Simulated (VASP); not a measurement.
# BP (F-43m) in VASP: further runs

Runs on BP. Level: LDA. Tasks: vibrations by perturbation theory.

Program: VASP 6.6.1. These are calculated values, not measurements. Logs are shortened: lines on timing, memory, paths and dates and some standing lists are left out, and cuts for length are marked.

### 1 The cell of the first run

It takes space group F-43m (No. 216, cubic). The conventional cell has a = 4.414 Å, b = 4.414 Å, c = 4.414 Å, α = 90.00°, β = 90.00°, γ = 90.00°. B (site symmetry -43m) has 4 P at 1.91 Å within 2.5 Å. P (site symmetry -43m) has 4 B at 1.91 Å within 2.5 Å.

### 2 Vibrations by perturbation theory, LDA

Contents of INCAR:

```
ALGO = Normal
EDIFF = 1E-8
ENCUT = 520
IBRION = 8
ISIF = 2
ISMEAR = 0
LASPH = T
LCHARG = F
LREAL = F
LWAVE = F
NBANDS = 11
NELM = 100
NSW = 1
PREC = Accurate
SIGMA = 0.01
```

Contents of KPOINTS:

```
k-points
0
Gamma
  8 8 8
```

Contents of POSCAR:

```
BP
1.0
    2.2069685688      2.2069685688      0.0000000000
   -2.2069685688      2.2069685688      0.0000000000
    0.0000000000      2.2069685688      2.2069685688
B P
1 1
Direct
    0.0000000000      0.0000000000      0.0000000000
    0.7500000000      0.2500000000      0.5000000000
```

Potentials or basis: VASP PAW LDA potentials, release 64 (B, P).

The run is started by

```sh
$ cat potpaw_LDA.64/B/POTCAR potpaw_LDA.64/P/POTCAR > POTCAR
$ mpirun -np 1 vasp_std > vasp.out
```

OUTCAR:

```text
EDIFF = 1E-8
   ENCUT = 520
   IBRION = 8
   ISIF = 2
   ISMEAR = 0
   LASPH = T
   LREAL = F
   NELM = 100
   NSW = 1
   PREC = Accurate

 ion  position               nearest neighbor table
   1  0.000  0.000  0.000-   2 1.91   2 1.91   2 1.91   2 1.91
   2  0.750  0.250  0.500-   1 1.91   1 1.91   1 1.91   1 1.91

  LATTYP: Found a face centered cubic cell.
 ALAT       =     4.4139371376

  Lattice vectors:

 A1 = (   0.0000000000,   2.2069685688,   2.2069685688)
 A2 = (   2.2069685688,   0.0000000000,   2.2069685688)
 A3 = (   2.2069685688,   2.2069685688,   0.0000000000)

Analysis of symmetry for initial positions (statically):
=====================================================================
 Subroutine PRICEL returns:
 Original cell was already a primitive cell.

 Routine SETGRP: Setting up the symmetry group for a
 face centered cubic supercell.

 Subroutine GETGRP returns: Found 24 space group operations
 (whereof 24 operations were pure point group operations)
 out of a pool of 48 trial point group operations.

The static configuration has the point symmetry T_d .

Analysis of symmetry for dynamics (positions and initial velocities):
=====================================================================
 Subroutine PRICEL returns:
 Original cell was already a primitive cell.

 Routine SETGRP: Setting up the symmetry group for a
 face centered cubic supercell.

 Subroutine GETGRP returns: Found 24 space group operations
 (whereof 24 operations were pure point group operations)
 out of a pool of 48 trial point group operations.

The dynamic configuration has the point symmetry T_d .

 Subroutine INISYM returns: Found 24 space group operations
 (whereof 24 operations are pure point group operations),
 and found     1 'primitive' translations

----------------------------------------------------------------------------------------

                                     Primitive cell

  volume of cell :      21.4990

  direct lattice vectors                    reciprocal lattice vectors
     2.206968569  2.206968569  0.000000000     0.226555107  0.226555107 -0.226555107
    -2.206968569  2.206968569  0.000000000    -0.226555107  0.226555107 -0.226555107
[... 492 lines left out ...]
  energy-cutoff  :      520.00
  volume of cell :       21.50
      direct lattice vectors                 reciprocal lattice vectors
     2.206968569  2.206968569  0.000000000     0.226555107  0.226555107 -0.226555107
    -2.206968569  2.206968569  0.000000000    -0.226555107  0.226555107 -0.226555107
     0.000000000  2.206968569  2.206968569     0.000000000  0.000000000  0.453110214

 POSITION                                       TOTAL-FORCE (eV/Angst)
 -----------------------------------------------------------------------------------
      0.00000      0.00000      0.00000        -0.000000      0.000000     -0.000000
      1.10348      3.31045      1.10348         0.000000     -0.000000      0.000000
 -----------------------------------------------------------------------------------
    total drift:                                0.000000      0.000000     -0.000000

  FREE ENERGIE OF THE ION-ELECTRON SYSTEM (eV)
  ---------------------------------------------------
  free  energy   TOTEN  =       -14.3636104757 eV

  energy  without entropy=      -14.3636104757  energy(sigma->0) =      -14.36361048

[... ionic steps 2 to 3 ...]

--------------------------------------- Ionic step        4  -------------------------------------------

------------------------ aborting loop because EDIFF is reached ----------------------------------------

[... ionic steps 5 to 6 ...]

--------------------------------------- Ionic step        7  -------------------------------------------

 Free energy of the ion-electron system (eV)
  ---------------------------------------------------
  ---------------------------------------------------
  free energy    TOTEN  =        -0.04105962 eV

  energy without entropy =       -0.04105962

------------------------ aborting loop because EDIFF is reached ----------------------------------------

 INTERNAL STRAIN TENSOR  FOR ION    2  DIRECTION 1   (eV/Angst):
 -----------------------------------------------------------------------------
     0.00559  0.00000 -0.00000
     0.00000 -0.00944  9.96707
    -0.00000  9.96707 -0.00944

 INTERNAL STRAIN TENSOR FOR ION    2 for displacements in x,y,z  (eV/Angst):
          X           Y           Z          XY          YZ          ZX
  --------------------------------------------------------------------------------
  x     0.00000    -0.00000    -0.00000     0.00000     9.96707    -0.00000
  y     0.00000    -0.00000     0.00000    -0.00000     0.00000     9.96707
  z    -0.00000    -0.00000     0.00000     9.96707    -0.00000     0.00000

 SECOND DERIVATIVES (NOT SYMMETRIZED)
 ------------------------------------
               1X          1Y          1Z          2X          2Y          2Z
  1X   -21.934873    0.000000    0.000000   21.934873    0.000000    0.000000
  1Y     0.000000  -21.934873    0.000000    0.000000   21.934873    0.000000
  1Z     0.000000    0.000000  -21.934873    0.000000    0.000000   21.934873
  2X    21.935200    0.000000    0.000000  -21.935200    0.000000    0.000000
  2Y     0.000000   21.935200    0.000000    0.000000  -21.935200    0.000000
  2Z     0.000000    0.000000   21.935200    0.000000    0.000000  -21.935200

 Eigenvectors and eigenvalues of the dynamical matrix
 ----------------------------------------------------

   1 f  =   25.864123 THz   162.509075 2PiTHz  862.734263 cm-1   106.965368 meV
             X         Y         Z           dx          dy          dz
      0.000000  0.000000  0.000000     0.000000    0.860969    0.000000
      1.103484  3.310453  1.103484     0.000000   -0.508657    0.000000
[... 21 lines left out ...]
   6 f/i=    0.000084 THz     0.000529 2PiTHz    0.002810 cm-1     0.000348 meV
             X         Y         Z           dx          dy          dz
      0.000000  0.000000  0.000000     0.000000    0.000000   -0.508657
      1.103484  3.310453  1.103484     0.000000    0.000000   -0.860969

--------------------------------------------------------------------------------------------------------

 ELASTIC MODULI CONTR FROM IONIC RELAXATION (kBar)
 Direction    XX          YY          ZZ          XY          YZ          ZX
 --------------------------------------------------------------------------------
 XX          -0.0000     -0.0000      0.0000      0.0000     -0.0000     -0.0000
 YY          -0.0000     -0.0000      0.0000      0.0000      0.0000      0.0000
 ZZ           0.0000      0.0000     -0.0000     -0.0000      0.0000     -0.0000
 XY           0.0000      0.0000     -0.0000   -352.3237      0.0000      0.0000
 YZ          -0.0000      0.0000      0.0000      0.0000   -352.3237     -0.0000
 ZX          -0.0000      0.0000     -0.0000      0.0000     -0.0000   -352.3237
 --------------------------------------------------------------------------------
```

OSZICAR:

```text
N       E                     dE             d eps       ncg     rms          rms(c)
DAV:   1     0.786580665847E+01    0.78658E+01   -0.40344E+03   638   0.662E+02
DAV:   2    -0.148619335332E+02   -0.22728E+02   -0.21760E+02   865   0.114E+02
DAV:   3    -0.153944222550E+02   -0.53249E+00   -0.53163E+00   799   0.153E+01
[... 37 lines left out ...]
RMM:   6    -0.410604044724E-01    0.48499E-05   -0.12571E-06  3578   0.689E-04    0.271E-03
RMM:   7    -0.410602013562E-01    0.20312E-06    0.19135E-07  3587   0.369E-04    0.147E-04
RMM:   8    -0.410596810997E-01    0.52026E-06    0.58950E-08  3621   0.622E-05    0.707E-05
RMM:   9    -0.410595918343E-01    0.89265E-07    0.28069E-07  3699   0.201E-05    0.455E-06
RMM:  10    -0.410596259996E-01   -0.34165E-07    0.25732E-08  3692   0.335E-06    0.510E-06
RMM:  11    -0.410596179133E-01    0.80863E-08   -0.12521E-08  3177   0.164E-06    0.192E-07
 Linear response finished
```

It took 18 s on 1 thread of Intel Xeon 6975P-C (Granite Rapids), shared host; peak memory 0.16 GiB.

Results:

```yaml
Highest_phonon_frequency_at_Γ_LO-TO_splitting_left_out: 863 cm⁻¹
```

Phonon frequencies in cm⁻¹ (negative: imaginary):
| q point | frequencies |
| --- | --- |
| (0.000, 0.000, 0.000) | 0 0 0 863 863 863 |

Caveat: the cell wasn't relaxed at this level first, which shifts response properties.

### 3 Vibrations by perturbation theory, LDA

This run uses another cell than the first one, of 10.51 Å³/atom, 0.978 times its volume.

Contents of INCAR:

```
SYSTEM = BP
  PREC = Accurate
  ENCUT = 520
  EDIFF = 1E-8
  ISMEAR = 0
  SIGMA = 0.01
  LREAL = .FALSE.
  LASPH = .TRUE.
  NELM = 100
  ALGO = Normal
  ISIF = 2
  LWAVE = .FALSE.
  LCHARG = .FALSE.
  GGA = CA
  NBANDS = 11
  IBRION = 8
  NSW = 1
```

Contents of KPOINTS:

```
regular mesh
0
G
  8 8 8
  0 0 0
```

Contents of POSCAR:

```
BP
1.0
    2.1903666596      2.1903666596      0.0000000000
   -2.1903666596      2.1903666596      0.0000000000
    0.0000000000      2.1903666596      2.1903666596
B P
1 1
Direct
    0.0000000000      0.0000000000      0.0000000000
    0.7500000000      0.2500000000      0.5000000000
```

Potentials or basis: VASP PAW LDA potentials, release 64 (B, P).

The run is started by

```sh
$ cat potpaw_LDA.64/B/POTCAR potpaw_LDA.64/P/POTCAR > POTCAR
$ mpirun -np 1 vasp_std > vasp.out
```

OUTCAR:

```text
SYSTEM = BP
   PREC = Accurate
   ENCUT = 520
   EDIFF = 1E-8
   ISMEAR = 0
   LREAL = .FALSE.
   LASPH = .TRUE.
   NELM = 100
   ISIF = 2
   GGA = CA
   IBRION = 8
   NSW = 1

 ion  position               nearest neighbor table
   1  0.000  0.000  0.000-   2 1.90   2 1.90   2 1.90   2 1.90
   2  0.750  0.250  0.500-   1 1.90   1 1.90   1 1.90   1 1.90

  LATTYP: Found a face centered cubic cell.
 ALAT       =     4.3807333192
[... 593 lines left out ...]
 ------------------------------------
               1X          1Y          1Z          2X          2Y          2Z
  1X   -22.942065   -0.000000    0.000000   22.942065    0.000000   -0.000000
  1Y     0.000000  -22.942065   -0.000000   -0.000000   22.942065    0.000000
  1Z     0.000000   -0.000000  -22.942065   -0.000000    0.000000   22.942065
  2X    22.940206    0.000000   -0.000000  -22.940206   -0.000000    0.000000
  2Y    -0.000000   22.940206    0.000000    0.000000  -22.940206   -0.000000
  2Z    -0.000000    0.000000   22.940206    0.000000   -0.000000  -22.940206

 Eigenvectors and eigenvalues of the dynamical matrix
 ----------------------------------------------------

   1 f  =   26.450936 THz   166.196133 2PiTHz  882.308255 cm-1   109.392232 meV
             X         Y         Z           dx          dy          dz
      0.000000  0.000000  0.000000    -0.000000   -0.860980    0.000000
      1.095183  3.285550  1.095183    -0.000000    0.508639    0.000000
[... 21 lines left out ...]
   6 f/i=    0.000469 THz     0.002949 2PiTHz    0.015654 cm-1     0.001941 meV
             X         Y         Z           dx          dy          dz
      0.000000  0.000000  0.000000     0.320718    0.360299   -0.161365
      1.095183  3.285550  1.095183     0.542883    0.609883   -0.273144

--------------------------------------------------------------------------------------------------------

 ELASTIC MODULI CONTR FROM IONIC RELAXATION (kBar)
 Direction    XX          YY          ZZ          XY          YZ          ZX
 --------------------------------------------------------------------------------
 XX          -0.0000     -0.0000     -0.0000     -0.0000     -0.0000     -0.0000
 YY          -0.0000     -0.0000     -0.0000     -0.0000     -0.0000     -0.0000
 ZZ          -0.0000     -0.0000     -0.0000     -0.0000     -0.0000     -0.0000
 XY          -0.0000     -0.0000     -0.0000   -425.7988      0.0000      0.0000
 YZ          -0.0000     -0.0000     -0.0000      0.0000   -425.7988      0.0000
 ZX          -0.0000     -0.0000     -0.0000      0.0000      0.0000   -425.7988
 --------------------------------------------------------------------------------
```

stdout:

```text
POSCAR found type information on POSCAR B P
 POSCAR found :  2 types and       2 ions
 scaLAPACK will be used
 LDA part: xc-table for (Slater(with rela. corr.)+CA(PZ))
 , standard interpolation
 POSCAR, INCAR and KPOINTS ok, starting setup
 FFT: planning ... GRIDC
 FFT: planning ... GRID_SOFT
 FFT: planning ... GRID
 WAVECAR not read
 entering main loop
 Linear response reoptimize wavefunctions to high precision
 Linear response DOF=           2
 Linear response progress:
 first order change of Fermi-energy  -0.21027E-03
 force on displaced ion       1 direction 1 : -22.942  -0.000  -0.000
 Linear response progress:
 first order change of Fermi-energy  -0.23458E-03
 force on displaced ion       2 direction 1 : -22.940  -0.000  -0.000
 Linear response finished
```

Run time: 19 s. Hardware: 1 thread of Intel Xeon 6975P-C (Granite Rapids), shared host; peak memory 0.17 GiB.

Results:

```
Highest phonon frequency at Γ, LO-TO splitting left out : 882 cm⁻¹
```

Phonon frequencies in cm⁻¹ (negative: imaginary):
| q point | frequencies |
| --- | --- |
| (0.000, 0.000, 0.000) | 0 0 0 882 882 882 |

Caveat: the cell wasn't relaxed at this level first, which shifts response properties.

(Part 1 of 2 ends here.)
